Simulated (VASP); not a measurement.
A run of VASP 6.6.1:

The input INCAR:

```
SYSTEM = Ga2Te3O
PREC = Accurate
ENCUT = 520
EDIFF = 1E-7
ISMEAR = 0
SIGMA = 0.1
LREAL = .False.
LASPH = .True.
NELM = 100
ALGO = Normal
ISIF = 2
LWAVE = .False.
LCHARG = .False.
GGA = PE
NBANDS = 34
```

KPOINTS

```
Automatic mesh
0
Gamma
  4 4 2
  0 0 0
```

Contents of POSCAR:

```
Ga2Te3O
1.0
    2.5122562560     -4.3608420772      0.0000000000
    2.5122562560      4.3608420772      0.0000000000
    0.0000000000      0.0000000000      7.3021969913
Ga Te O
2 3 1
Direct
    0.8253461878      0.1746538122      0.0000000000
    0.1746538122      0.8253461878      0.0000000000
    0.5000000000      0.5000000000      0.2027840216
    0.5000000000      0.5000000000      0.7972159784
    0.0000000000      0.0000000000      0.5000000000
    0.5000000000      0.5000000000      0.5000000000
```

Potentials or basis: VASP PAW PBE potentials, release 64 (Ga_d, Te, O).

Launch:

```sh
$ cat potpaw_PBE.64/Ga_d/POTCAR potpaw_PBE.64/Te/POTCAR potpaw_PBE.64/O/POTCAR > POTCAR
$ mpirun -np 1 vasp_std > vasp.out
```

Hardware: 1 thread of Intel(R) Xeon(R) Platinum 8488C (Sapphire Rapids) (shared host).

**Question.** How long does it take, and how much memory?

**Answer.** Wall time 69 s on 1 thread of Intel(R) Xeon(R) Platinum 8488C (Sapphire Rapids) (shared host), peak memory 0.31 GiB. Counts: scf iterations 17, k points 14.
